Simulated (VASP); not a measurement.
# CoCu3H6Cl2O6 (R-3m) in VASP: single point with PBE+U

Aim: the single point of CoCu3H6Cl2O6 with PBE+U.

Everything below comes from runs of VASP 6.6.1. Logs are shortened: lines on timing, memory, paths and dates and some standing lists are left out, and cuts for length are marked.

## (1) The cell of the first run

The structure is trigonal, space group R-3m (No. 166). Conventional cell: a = 6.841 Å, b = 6.841 Å, c = 14.093 Å, α = 90.00°, β = 90.00°, γ = 120.00°. Within 2.8 Å of Co (site symmetry -3m) lie 6 O at 2.11 Å and 6 H at 2.56 Å. Cu (site symmetry 2/m) has 4 O at 1.99 Å and 4 H at 2.44 Å within 2.6 Å. Within 1.1 Å of H (site symmetry m) lie 1 O at 0.83 Å. Cl (site symmetry 3m) has 3 H at 2.30 Å and 3 Cu at 2.78 Å and 6 O at 3.09 to 3.19 Å within 3.2 Å. Within 1.1 Å of O (site symmetry m) lie 1 H at 0.83 Å.

## (2) Single point, PBE+U, collinear spin, ferromagnetic start

Input file INCAR:

```
SYSTEM = CoCu3H6Cl2O6
  ALGO = Normal
  EDIFF = 1E-6
  ENCUT = 820
  GGA = PE
  GGA_COMPAT = .FALSE.
  ISIF = 2
  ISMEAR = 0
  ISPIN = 2
  LASPH = .TRUE.
  LCHARG = .FALSE.
  LDAU = .TRUE.
  LDAUJ = 0 0 0 0 0
  LDAUL = 2 2 -1 -1 -1
  LDAUPRINT = 1
  LDAUTYPE = 2
  LDAUU = 3.3 4 0 0 0
  LMAXMIX = 4
  LORBIT = 11
  LREAL = Auto
  LWAVE = .FALSE.
  MAGMOM = 3 1 1 1 0 0 0 0 0 0 0 0 0 0 0 0 0 0
  NBANDS = 84
  NELM = 200
  PREC = Accurate
  SIGMA = 0.05
```

Input file KPOINTS:

```
k-points
0
G
  3 3 3
  0 0 0
```

Input file POSCAR:

```
CoCu3H6Cl2O6
1.0
    3.4205910000      1.9748791300      4.6975223300
   -3.4205910000      1.9748791300      4.6975223300
    0.0000000000     -3.9497582700      4.6975223300
Co Cu H Cl O
1 3 6 2 6
Direct
    1.0000000000      0.0000000000      0.0000000000
    0.5000000000      1.0000000000      0.0000000000
    0.0000000000      0.5000000000      0.0000000000
    0.0000000000      0.0000000000      0.5000000000
    0.2760000000      0.2760000000      0.7000000000
    0.7000000000      0.2760000000      0.2760000000
    0.2760000000      0.7000000000      0.2760000000
    0.3000000000      0.7240000000      0.7240000000
    0.7240000000      0.7240000000      0.3000000000
    0.7240000000      0.3000000000      0.7240000000
    0.3052100000      0.3052100000      0.3052100000
    0.6947900000      0.6947900000      0.6947900000
    0.2314500000      0.2314500000      0.8521000000
    0.8521000000      0.2314500000      0.2314500000
    0.2314500000      0.8521000000      0.2314500000
    0.1479000000      0.7685500000      0.7685500000
    0.7685500000      0.7685500000      0.1479000000
    0.7685500000      0.1479000000      0.7685500000
```

Potentials or basis: VASP PAW PBE potentials, release 64 (Co_sv, Cu_sv_GW, H, Cl, O).

Started as:

```sh
$ cat potpaw_PBE.64/Co_sv/POTCAR potpaw_PBE.64/Cu_sv_GW/POTCAR potpaw_PBE.64/H/POTCAR potpaw_PBE.64/Cl/POTCAR potpaw_PBE.64/O/POTCAR > POTCAR
$ mpirun -np 1 vasp_std > vasp.out
```

OUTCAR:

```text
SYSTEM = CoCu3H6Cl2O6
   EDIFF = 1E-6
   ENCUT = 820
   GGA = PE
   ISIF = 2
   ISMEAR = 0
   ISPIN = 2
   LASPH = .TRUE.
   LORBIT = 11
   LREAL = Auto
   NELM = 200
   PREC = Accurate

 ion  position               nearest neighbor table
   1  0.000  0.000  0.000-  13 2.11  17 2.11  15 2.11  16 2.11  14 2.11  18 2.11
   2  0.500  0.000  0.000-  15 1.99  18 1.99  17 1.99  13 1.99
   3  0.000  0.500  0.000-  14 1.99  16 1.99  13 1.99  17 1.99
   4  0.000  0.000  0.500-  14 1.99  15 1.99  16 1.99  18 1.99
   5  0.276  0.276  0.700-  13 0.83
   6  0.700  0.276  0.276-  14 0.83
   7  0.276  0.700  0.276-  15 0.83
   8  0.300  0.724  0.724-  16 0.83
   9  0.724  0.724  0.300-  17 0.83
  10  0.724  0.300  0.724-  18 0.83
  11  0.305  0.305  0.305-
  12  0.695  0.695  0.695-
  13  0.231  0.231  0.852-   5 0.83   3 1.99   2 1.99   1 2.11
  14  0.852  0.231  0.231-   6 0.83   3 1.99   4 1.99   1 2.11
  15  0.231  0.852  0.231-   7 0.83   2 1.99   4 1.99   1 2.11
  16  0.148  0.769  0.769-   8 0.83   3 1.99   4 1.99   1 2.11
  17  0.769  0.769  0.148-   9 0.83   3 1.99   2 1.99   1 2.11
  18  0.769  0.148  0.769-  10 0.83   2 1.99   4 1.99   1 2.11

  LATTYP: Found a trigonal (rhomboedric) cell.
 ALAT       =     6.1373696653
 COS(alpha) =     0.3787481025

  Lattice vectors:

 A1 = (   3.4205910000,   1.9748791300,   4.6975223300)
 A2 = (  -3.4205910000,   1.9748791300,   4.6975223300)
 A3 = (   0.0000000000,  -3.9497582700,   4.6975223300)

Analysis of symmetry for initial positions (statically):
=====================================================================
 Subroutine PRICEL returns:
 Original cell was already a primitive cell.

 Routine SETGRP: Setting up the symmetry group for a
 trigonal (rhombohedral) supercell.

 Subroutine GETGRP returns: Found 12 space group operations
 (whereof 12 operations were pure point group operations)
 out of a pool of 12 trial point group operations.

The static configuration has the point symmetry D_3d.

Analysis of symmetry for dynamics (positions and initial velocities):
=====================================================================
 Subroutine PRICEL returns:
 Original cell was already a primitive cell.

 Routine SETGRP: Setting up the symmetry group for a
 trigonal (rhombohedral) supercell.

 Subroutine GETGRP returns: Found 12 space group operations
 (whereof 12 operations were pure point group operations)
 out of a pool of 12 trial point group operations.

The dynamic configuration has the point symmetry D_3d.

Analysis of structural, dynamic, and magnetic symmetry:
=====================================================================
 Subroutine PRICEL returns:
 Original cell was already a primitive cell.

 Routine SETGRP: Setting up the symmetry group for a
 trigonal (rhombohedral) supercell.

 Subroutine GETGRP returns: Found 12 space group operations
 (whereof 12 operations were pure point group operations)
 out of a pool of 12 trial point group operations.

The overall configuration has the point symmetry D_3d.

 Subroutine INISYM returns: Found 12 space group operations
 (whereof 12 operations are pure point group operations),
 and found     1 'primitive' translations

----------------------------------------------------------------------------------------

                                     Primitive cell
[... 121 lines left out ...]
   IALGO  =     38    algorithm
   IMIX   =      4    mixing-type and parameters
     AMIX     =   0.40;   BMIX     =  1.00
     AMIX_MAG =   1.60;   BMIX_MAG =  1.00
  volume/ion in A,a.u.               =      10.58        71.38
  Fermi-wavevector in a.u.,A,eV,Ry     =   1.441569  2.724170 28.274545  2.078120
  Thomas-Fermi vector in A             =   2.560186
   LORBIT       =     11    0 simple, 1 ext, 2 COOP (PROOUT), +10 PAW based schemes
 LDA+U is selected, type is set to LDAUTYPE =  2
   angular momentum for each species LDAUL =     2    2   -1   -1   -1
   U (eV)           for each species LDAUU =   3.3  4.0  0.0  0.0  0.0
   J (eV)           for each species LDAUJ =   0.0  0.0  0.0  0.0  0.0
   GGA     = PE    functional components
   LHFCALC =     F    Hartree Fock is set to
   AEXX    =    0.0000 exact exchange contribution
   IVDW    =     0    specifies the selected vdW correction
   LEPSILON=     F    determine dielectric tensor
   LRPA    =     F    only Hartree local field effects (RPA)
 spin polarized calculation
 Gauss-broadening in eV      SIGMA  =   0.05
  energy-cutoff  :      820.00
  volume of cell :      190.40
 maximum number of plane-waves:     10152
 NGX is ok and might be reduce to    60
   NGX = 29   NGY = 29   NGZ = 29

atom =   1  type =  1  l = 2

 onsite density matrix

spin component  1
[... 116 lines left out ...]
  o =  0.2644  v =  0.0000  0.0000  0.0000  0.0000  0.0000 -0.8144  0.0000 -0.0000  0.5803  0.0000      0.0000  0.0000  0.0000  0.0000  0.0000  0.0000  0.0000  0.0000  0.0000  0.0000
  o =  0.9429  v =  0.0000  0.0000  0.0000  0.0000  0.0000  0.0000  0.2623  0.8728  0.0000  0.4116      0.0000  0.0000  0.0000  0.0000  0.0000  0.0000  0.0000  0.0000  0.0000  0.0000
  o =  0.9455  v =  0.0000  0.0000  0.0000  0.0000  0.0000 -0.5803  0.0000  0.0000 -0.8144 -0.0000      0.0000  0.0000  0.0000  0.0000  0.0000  0.0000  0.0000  0.0000  0.0000  0.0000
  o =  0.9476  v =  0.0000  0.0000  0.0000  0.0000  0.0000  0.0000  0.7566  0.0787  0.0000 -0.6492      0.0000  0.0000  0.0000  0.0000  0.0000  0.0000  0.0000  0.0000  0.0000  0.0000
  o =  0.9490  v =  0.0000 -0.3339 -0.7802  0.0000 -0.5290  0.0000  0.0000  0.0000  0.0000  0.0000      0.0000  0.0000  0.0000  0.0000  0.0000  0.0000  0.0000  0.0000  0.0000  0.0000
  o =  0.9515  v = -0.5759  0.0000  0.0000 -0.8175 -0.0000  0.0000  0.0000  0.0000  0.0000  0.0000      0.0000  0.0000  0.0000  0.0000  0.0000  0.0000  0.0000  0.0000  0.0000  0.0000
  o =  0.9531  v =  0.0000  0.0000  0.0000  0.0000  0.0000  0.0000 -0.5990  0.4816  0.0000 -0.6397      0.0000  0.0000  0.0000  0.0000  0.0000  0.0000  0.0000  0.0000  0.0000  0.0000
  o =  0.9537  v =  0.0000  0.6566  0.2102  0.0000 -0.7244  0.0000  0.0000  0.0000  0.0000  0.0000      0.0000  0.0000  0.0000  0.0000  0.0000  0.0000  0.0000  0.0000  0.0000  0.0000
  o =  0.9561  v =  0.0000 -0.6764  0.5892  0.0000 -0.4420  0.0000  0.0000  0.0000  0.0000  0.0000      0.0000  0.0000  0.0000  0.0000  0.0000  0.0000  0.0000  0.0000  0.0000  0.0000
  o =  0.9912  v = -0.8175  0.0000 -0.0000  0.5759  0.0000  0.0000  0.0000  0.0000  0.0000  0.0000      0.0000  0.0000  0.0000  0.0000  0.0000  0.0000  0.0000  0.0000  0.0000  0.0000

 number of electron     130.0000003 magnetization       5.9996934

 Free energy of the ion-electron system (eV)
  ---------------------------------------------------
  ext. energy  EPLUGINS =         0.00000000
  ---------------------------------------------------
  free energy    TOTEN  =       -75.88399547 eV

  energy without entropy =      -75.86040970  energy(sigma->0) =      -75.87220258

 E-fermi :   3.0786     XC(G=0):  -9.7908

 val. band max:        3.0758812148   @ k =  -0.3333   0.3333   0.0000
 cond. band min:       3.0910216636   @ k =   0.3333   0.3333  -0.0000
 fundamental gap:      0.0151404488
 Fermi energy:         3.0786086871

 spin component 1

 k-point     1 :       0.0000    0.0000    0.0000
  band No.  band energies     occupation
      1    -110.2926      1.00000
      2    -110.2926      1.00000
      3    -110.2925      1.00000
      4     -93.9093      1.00000
      5     -68.1349      1.00000
      6     -68.1349      1.00000
[... 469 lines left out ...]
     76      10.7880      0.00000
     77      11.1081      0.00000
 Fermi energy:         3.0786086871

 spin component 2

 k-point     1 :       0.0000    0.0000    0.0000
  band No.  band energies     occupation
      1    -109.3009      1.00000
      2    -109.3009      1.00000
      3    -109.3008      1.00000
      4     -90.6181      1.00000
      5     -66.8690      1.00000
      6     -66.8690      1.00000
[... 469 lines left out ...]
     76      10.9017      0.00000
     77      11.2790      0.00000
 [bands above 77 left out]

------------------------ aborting loop because EDIFF is reached ----------------------------------------

  FORCE on cell =-STRESS in cart. coord.  units (eV):
  Direction    XX          YY          ZZ          XY          YZ          ZX
  --------------------------------------------------------------------------------------
  -------------------------------------------------------------------------------------
  Total       29.7719843     29.7719842      9.6116825      0.0000000     -0.0000000      0.0000000
  in kB      250.5281836    250.5281833     80.8813189      0.0000000     -0.0000001      0.0000000
  external PRESSURE =     193.9792286 kB  Pullay stress =       0.0000000 kB

 VOLUME and BASIS-vectors are now :
 -----------------------------------------------------------------------------
  energy-cutoff  :      820.00
  volume of cell :      190.40
      direct lattice vectors                 reciprocal lattice vectors
     3.420591000  1.974879130  4.697522330     0.146173571  0.084393350  0.070959393
    -3.420591000  1.974879130  4.697522330    -0.146173571  0.084393350  0.070959393
     0.000000000 -3.949758270  4.697522330     0.000000000 -0.168786701  0.070959393

 POSITION                                       TOTAL-FORCE (eV/Angst)
 -----------------------------------------------------------------------------------
      0.00000      0.00000      0.00000        -0.000000     -0.000000      0.000000
      1.71030      0.98744      2.34876        -0.000000     -0.000000      0.000000
     -1.71030      0.98744      2.34876        -0.000000     -0.000000      0.000000
      0.00000     -1.97488      2.34876         0.000000     -0.000000      0.000000
      0.00000     -1.67470      5.88130         0.000000     11.484496     -4.503973
      1.45033      0.83735      5.88130        -9.945865     -5.742248     -4.503973
[... 10 lines left out ...]
      0.00000      2.45142      7.91533         0.000000     11.066548     -4.244957
      2.12299     -1.22571      7.91533         9.583912     -5.533274     -4.244957
 -----------------------------------------------------------------------------------
    total drift:                               -0.000000      0.000000     -0.000000

  FREE ENERGIE OF THE ION-ELECTRON SYSTEM (eV)
  ---------------------------------------------------
  free  energy   TOTEN  =       -75.8839954678 eV

  energy  without entropy=      -75.8604096970  energy(sigma->0) =      -75.87220258

 total charge

# of ion       s       p       d       f       tot
--------------------------------------------------
    1        2.144   6.065   6.644   0.000  14.854
    2        2.211   6.335   8.830   0.011  17.386
    3        2.211   6.335   8.830   0.011  17.386
    4        2.211   6.335   8.830   0.011  17.386
    5        0.802   0.310   0.000   0.000   1.112
    6        0.802   0.310   0.000   0.000   1.112
[... 10 lines left out ...]
   17        1.564   3.703   0.000   0.000   5.267
   18        1.564   3.703   0.000   0.000   5.267
--------------------------------------------------
tot         26.164  56.256  33.134   0.032 115.586

 magnetization (x)

# of ion       s       p       d       f       tot
--------------------------------------------------
    1        0.006   0.008   2.699   0.000   2.713
    2       -0.000   0.001   0.748   0.001   0.749
    3       -0.000   0.001   0.748   0.001   0.749
    4       -0.000   0.001   0.748   0.001   0.749
    5       -0.001   0.006   0.000   0.000   0.005
    6       -0.001   0.006   0.000   0.000   0.005
[... 10 lines left out ...]
   17        0.014   0.133   0.000   0.000   0.147
   18        0.014   0.133   0.000   0.000   0.147
--------------------------------------------------
tot          0.087   0.863   4.942   0.002   5.894
```

Run time: 13 min. Hardware: 1 thread of Intel Xeon 6975P-C (Granite Rapids), shared host; peak memory 0.83 GiB.

Results:

```
Free energy                                           : -75.8840 eV
Pressure                                              : 19.4 GPa
Largest force                                         : 12.336 eV/Å
Band gap on the k mesh                                : zero (filled and empty bands overlap)
Net moment                                            : 6.00 μB per cell
Site moments                                          : Co +2.71; Cu +0.75; H +0.01; Cl +0.01; O +0.15 μB
Valence electrons inside the program's atomic spheres : Co 14.85; Cu 17.39; H 1.11; Cl 5.15; O 5.27
```

Forces on the atoms (eV/Å):
```
Co    0.000   0.000   0.000
Cu    0.000   0.000   0.000
Cu    0.000   0.000   0.000
Cu    0.000   0.000   0.000
H     0.000  11.484  -4.504
H    -9.946  -5.742  -4.504
H     9.946  -5.742  -4.504
H     9.946   5.742   4.504
H     0.000 -11.484   4.504
H    -9.946   5.742   4.504
Cl    0.000   0.000   0.092
Cl    0.000   0.000  -0.092
O     0.000 -11.067   4.245
O     9.584   5.533   4.245
O    -9.584   5.533   4.245
O    -9.584  -5.533  -4.245
O     0.000  11.067  -4.245
O     9.584  -5.533  -4.245
```

Stress tensor (GPa, compression positive):
```
25.05  0.00  0.00
 0.00 25.05  0.00
 0.00  0.00  8.09
```

Levels at points of the mesh, in eV from the Fermi level:
Spin up:
| k point | band 65 | band 66 | band 67 | band 68 | band 69 | band 70 | band 71 | band 72 |
| --- | --- | --- | --- | --- | --- | --- | --- | --- |
| (0.00, 0.00, 0.00) | -1.83 | -1.42 | -1.42 | -1.42 | 2.55 | 5.86 | 5.86 | 6.42 |
Spin down:
| k point | band 60 | band 61 | band 62 | band 63 | band 64 | band 65 |
| --- | --- | --- | --- | --- | --- | --- |
| (0.00, 0.00, 0.00) | -1.76 | -1.41 | -0.04 | -0.04 | 0.49 | 0.49 |

Eigenvalues of the final occupation matrices:
| site | spin | trace | eigenvalues |
| --- | --- | --- | --- |
| site 1 d | 1 | 4.69 | 0.92 0.93 0.93 0.96 0.96 |
| site 1 d | 2 | 1.98 | 0.10 0.10 0.45 0.45 0.90 |
| site 2 d | 1 | 4.80 | 0.95 0.95 0.95 0.96 0.99 |
| site 2 d | 2 | 4.05 | 0.26 0.94 0.95 0.95 0.95 |
| site 3 d | 1 | 4.80 | 0.95 0.95 0.95 0.96 0.99 |
| site 3 d | 2 | 4.05 | 0.26 0.94 0.95 0.95 0.95 |
| site 4 d | 1 | 4.80 | 0.95 0.95 0.95 0.96 0.99 |
| site 4 d | 2 | 4.05 | 0.26 0.94 0.95 0.95 0.95 |

Caveat: the k points lie up to 0.38 Å⁻¹ apart; forces of over 1 eV/Å act on the atoms, so gaps and moduli don't describe the material at rest.
